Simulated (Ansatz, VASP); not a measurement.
# Fe: VASP beside Ansatz

```xyz
1
Lattice="-1.4145 1.4145 1.4145 1.4145 -1.4145 1.4145 1.4145 1.4145 -1.4145" Properties=species:S:1:pos:R:3 pbc="T T T"
Fe    0.0000    0.0000    0.0000
```

Alike in both runs: task single point; functional PBE; k mesh 10 × 10 × 10; occupations gaussian, width 0.05 eV; collinear spin.

```csv
,VASP,Ansatz
version,VASP 6.6.1,Ansatz 0.2.0
potentials or method,"VASP PAW PBE potentials, release 64 (Fe), cutoff 520 eV","scalar-relativistic, plane waves, PAW"
valence electrons in the cell,8,16
```

|  | VASP | Ansatz | Ansatz less VASP |
| --- | --- | --- | --- |
| gap on the k mesh at the Fermi level (eV) | none | none | - |
| pressure (GPa) | -0.6 | -0.2 | +0.44 |
| net moment per atom (μB) | 2.13 | 2.13 | 0.000 |
| size of the moment on the site where the two differ most (μB) | 2.13 | 2.19 | +0.053 |

Site moments also hang on the region over which each program counts them. A gap of «none» marks a metal or a gap that the smearing closes. With one functional, cell and mesh, what is left measures potentials, basis and numerics. VASP's potentials hold 8 valence electrons a cell and Ansatz's 16, so a difference there can come from the potentials and not from the codes.
